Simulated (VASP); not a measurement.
# GaN (P6_3mc) in VASP: notebook, part 2 of 2

VASP 6.6.1. The steps go on from the part before.

## Step 5: Single point, r2SCAN (strain +0.025 along x and y, +0.050 along z)

The input, POSCAR:

```
GaN
1.0
    3.2594996520      0.0000000000      0.0000000000
   -1.6297498260      2.8228095022      0.0000000000
    0.0000000000      0.0000000000      5.4243000000
Ga N
2 2
Direct
    0.3333333333      0.6666666667      0.0000000000
    0.6666666667      0.3333333333      0.5000000000
    0.3333333333      0.6666666667      0.3750000000
    0.6666666667      0.3333333333      0.8750000000
```

The input, INCAR.step1:

```
SYSTEM = GaN
ALGO = Normal
EDIFF = 1E-4
ENCUT = 520
GGA = PE
ISMEAR = 0
LASPH = .TRUE.
LCHARG = .FALSE.
LREAL = .FALSE.
LWAVE = .TRUE.
NBANDS = 26
NELM = 60
PREC = Accurate
SIGMA = 0.05
```

The input, INCAR.step2:

```
SYSTEM = GaN
ALGO = Normal
EDIFF = 1E-6
ENCUT = 520
ISIF = 2
ISMEAR = 0
ISTART = 1
LASPH = .TRUE.
LCHARG = .FALSE.
LMIXTAU = .TRUE.
LREAL = .FALSE.
LWAVE = .FALSE.
METAGGA = R2SCAN
NBANDS = 26
NELM = 60
PREC = Accurate
SIGMA = 0.05
```

The input, KPOINTS:

```
k-points
0
G
  12 12 6
  0 0 0
```

Potentials or basis: VASP PAW PBE potentials, release 64 (Ga_d, N).

Command:

```sh
> cat potpaw_PBE.64/Ga_d/POTCAR potpaw_PBE.64/N/POTCAR > POTCAR
> cp INCAR.step1 INCAR
> mpirun -np 1 vasp_std > vasp.out
> cp INCAR.step2 INCAR
> mpirun -np 1 vasp_std > vasp.out
```

OUTCAR:

```text
SYSTEM = GaN
   EDIFF = 1E-6
   ENCUT = 520
   ISIF = 2
   ISMEAR = 0
   ISTART = 1
   LASPH = .TRUE.
   LREAL = .FALSE.
   METAGGA = R2SCAN
   NELM = 60
   PREC = Accurate

 ion  position               nearest neighbor table
   1  0.333  0.667  0.000-   4 2.00   4 2.00   4 2.00   3 2.03
   2  0.667  0.333  0.500-   3 2.00   3 2.00   3 2.00   4 2.03
   3  0.333  0.667  0.375-   2 2.00   2 2.00   2 2.00   1 2.03
   4  0.667  0.333  0.875-   1 2.00   1 2.00   1 2.00   2 2.03

  LATTYP: Found a hexagonal cell.
 ALAT       =     3.2594996520
 C/A-ratio  =     1.6641511211

  Lattice vectors:

 A1 = (   3.2594996520,   0.0000000000,   0.0000000000)
 A2 = (  -1.6297498260,   2.8228095022,   0.0000000000)
 A3 = (   0.0000000000,   0.0000000000,   5.4243000000)

Analysis of symmetry for initial positions (statically):
=====================================================================
 Subroutine PRICEL returns:
 Original cell was already a primitive cell.

 Routine SETGRP: Setting up the symmetry group for a
 hexagonal supercell.

[... 166 lines left out ...]
  ext. energy  EPLUGINS =         0.00000000
  ---------------------------------------------------
  free energy    TOTEN  =       -43.61371189 eV

  energy without entropy =      -43.61371189  energy(sigma->0) =      -43.61371189

 E-fermi :   4.3732     XC(G=0): -12.1271

 val. band max:        4.1718704347   @ k =   0.0000   0.0000   0.0000
 cond. band min:       5.8033532331   @ k =   0.0000   0.0000   0.0000
 fundamental gap:      1.6314827984
 Fermi energy:         4.3732286287

 k-point     1 :       0.0000    0.0000    0.0000
  band No.  band energies     occupation
      1     -11.9140      2.00000
      2     -11.2061      2.00000
      3      -9.6630      2.00000
      4      -9.6512      2.00000
      5      -9.6512      2.00000
      6      -9.6032      2.00000
[... 685 lines left out ...]
     25      15.6773      0.00000
     26      17.1972      0.00000

 [... further k-points ...]
[... 5 lines left out ...]
  --------------------------------------------------------------------------------------
  -------------------------------------------------------------------------------------
  Total       -3.7902173     -3.7902173     -5.6172593      0.0000000      0.0000000     -0.0000000
  in kB     -121.6741964   -121.6741964   -180.3262067      0.0000000      0.0000000     -0.0000000
  external PRESSURE =    -141.2248665 kB  Pullay stress =       0.0000000 kB

 VOLUME and BASIS-vectors are now :
 -----------------------------------------------------------------------------
  energy-cutoff  :      520.00
  volume of cell :       49.91
      direct lattice vectors                 reciprocal lattice vectors
     3.259499652  0.000000000  0.000000000     0.306795554  0.177128495  0.000000000
    -1.629749826  2.822809502  0.000000000     0.000000000  0.354256991  0.000000000
     0.000000000  0.000000000  5.424300000     0.000000000  0.000000000  0.184355585

 POSITION                                       TOTAL-FORCE (eV/Angst)
 -----------------------------------------------------------------------------------
     -0.00000      1.88187      0.00000        -0.000000     -0.000000     -0.009348
      1.62975      0.94094      2.71215         0.000000      0.000000     -0.009348
     -0.00000      1.88187      2.03411         0.000000     -0.000000      0.009348
      1.62975      0.94094      4.74626         0.000000      0.000000      0.009348
 -----------------------------------------------------------------------------------
    total drift:                                0.000002      0.000004     -0.051536

  FREE ENERGIE OF THE ION-ELECTRON SYSTEM (eV)
  ---------------------------------------------------
  free  energy   TOTEN  =       -43.6137118946 eV

  energy  without entropy=      -43.6137118946  energy(sigma->0) =      -43.61371189
```

OUTCAR.step1:

```text
SYSTEM = GaN
   EDIFF = 1E-4
   ENCUT = 520
   GGA = PE
   ISMEAR = 0
   LASPH = .TRUE.
   LREAL = .FALSE.
   NELM = 60
[... 925 lines left out ...]
      1.62975      0.94094      2.71215         0.000000     -0.000000      0.012324
     -0.00000      1.88187      2.03411         0.000000      0.000000     -0.012324
      1.62975      0.94094      4.74626        -0.000000      0.000000     -0.012324
 -----------------------------------------------------------------------------------
    total drift:                               -0.000000     -0.000000      0.000579

  FREE ENERGIE OF THE ION-ELECTRON SYSTEM (eV)
  ---------------------------------------------------
  free  energy   TOTEN  =       -24.2352381106 eV

  energy  without entropy=      -24.2352381106  energy(sigma->0) =      -24.23523811
```

OSZICAR.step1:

```text
N       E                     dE             d eps       ncg     rms          rms(c)
DAV:   1     0.279664184743E+03    0.27966E+03   -0.17733E+04  4264   0.251E+03
DAV:   2     0.915646121229E+01   -0.27051E+03   -0.25490E+03  4360   0.485E+02
DAV:   3    -0.266765611472E+02   -0.35833E+02   -0.35260E+02  4730   0.142E+02
DAV:   4    -0.279646576886E+02   -0.12881E+01   -0.12819E+01  4692   0.291E+01
DAV:   5    -0.279923038006E+02   -0.27646E-01   -0.27609E-01  4916   0.410E+00    0.105E+01
DAV:   6    -0.241797445293E+02    0.38126E+01   -0.10299E+01  6522   0.460E+01    0.313E+00
DAV:   7    -0.242542028488E+02   -0.74458E-01   -0.12448E+00  4192   0.910E+00    0.263E+00
DAV:   8    -0.242498030813E+02    0.43998E-02   -0.18401E-01  6504   0.448E+00    0.931E-01
DAV:   9    -0.242348057499E+02    0.14997E-01   -0.42750E-02  6062   0.325E+00    0.438E-01
DAV:  10    -0.242352334124E+02   -0.42766E-03   -0.77351E-03  4184   0.501E-01    0.119E-01
DAV:  11    -0.242352381106E+02   -0.46981E-05   -0.20674E-04  4000   0.295E-01
   1 F= -.24235238E+02 E0= -.24235238E+02  d E =-.205610E-15
```

Wall time 3.8 min (1 thread of Intel Xeon Platinum 8259CL at 2.50GHz (Skylake/Cascade Lake), shared host); peak memory 0.23 GiB.

Results:

```
Free energy            : -43.6137 eV
Pressure               : -14.1 GPa
Largest force          : 0.009 eV/Å
Band gap on the k mesh : 1.63 eV, direct
```

Forces on the atoms (eV/Å):
```
Ga   0.000  0.000 -0.009
Ga   0.000  0.000 -0.009
N    0.000  0.000  0.009
N    0.000  0.000  0.009
```

Stress tensor (GPa, compression positive):
```
-12.17   0.00   0.00
  0.00 -12.17   0.00
  0.00   0.00 -18.03
```

Levels at points of the mesh, in eV from the valence-band top:
| k point | band 15 | band 16 | band 17 | band 18 | band 19 | band 20 | band 21 | band 22 |
| --- | --- | --- | --- | --- | --- | --- | --- | --- |
| (0.00, 0.00, 0.00) | -0.89 | -0.13 | 0.00 | 0.00 | 1.63 | 4.37 | 9.20 | 10.18 |
| (0.50, 0.00, 0.00) | -3.92 | -2.47 | -2.02 | -0.95 | 5.39 | 5.46 | 6.12 | 8.42 |
| (0.00, 0.00, 0.50) | -0.46 | -0.46 | -0.46 | -0.46 | 4.18 | 4.18 | 8.53 | 8.53 |
| (0.50, 0.00, 0.50) | -1.87 | -1.87 | -1.77 | -1.77 | 4.47 | 4.47 | 7.75 | 7.75 |

Caveat: the cell differs from its parent crystal (strain +0.025 along x and y, +0.050 along z); the PAW data sets were made with another functional, which shifts forces and pressure a little.

## Step 6: Overview

```tsv
cell	gap on the mesh (eV)	pressure (GPa)	largest force (eV/Å)
a = 3.339, b = 3.339, c = 5.037 Å, angles 90.0, 90.0, 120.0°, 4 atoms	1.85	-8.9	0.93
a = 3.259, b = 3.259, c = 5.295 Å, angles 90.0, 90.0, 120.0°, 4 atoms	1.86	-10.8	0.12
a = 3.339, b = 3.339, c = 5.166 Å, angles 90.0, 90.0, 120.0°, 4 atoms	1.71	-13.4	0.50
a = 3.259, b = 3.259, c = 5.424 Å, angles 90.0, 90.0, 120.0°, 4 atoms	1.63	-14.1	0.01
```

Alike in all rows: task single point; level r2SCAN; potentials or basis VASP PAW PBE potentials, release 64 (Ga_d, N); no spin polarisation; k mesh 12 × 12 × 6; cutoff (eV) 520; smearing gaussian 0.05 eV.

Caveats: the PAW data sets were made with another functional, which shifts forces and pressure a little.

Total energies depend on the potentials used, so only differences within one code and one set of settings carry meaning.
